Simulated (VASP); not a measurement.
KI:

```
CELL_PARAMETERS angstrom
0.00000 3.47190 3.56257
3.47190 0.00000 3.56257
3.47190 3.47190 0.00000
ATOMIC_POSITIONS crystal
K 0.00000 0.00000 0.00000
I 0.50000 0.50000 0.50000
```

This cell differs from its parent crystal: epitaxial xy strain -2.0%.

Base run:

```yaml
Program: VASP 6.6.1
Functional: r2SCAN
Potentials_or_basis: VASP PAW PBE potentials, release 64 (K_sv, I)
Cutoff: 520 eV
k_mesh: 6 × 6 × 6
Occupations: gaussian, width 0.01 eV
Spin: no spin polarisation
```

Its results: band gap on the k mesh 4.67 eV; pressure 0.5 GPa.

**Question.** The run is repeated on the same cell with these changes: functional from r2SCAN to HSE06; k mesh from 6 × 6 × 6 to 4 × 4 × 4. What comes out?

**Answer.** Band gap on the k mesh 5.02 eV; pressure 0.8 GPa.

Several settings changed at once.

Caveats: the PAW data sets were made with another functional, which shifts forces and pressure a little; spin-orbit coupling is left out, which moves the levels of the heavy elements.

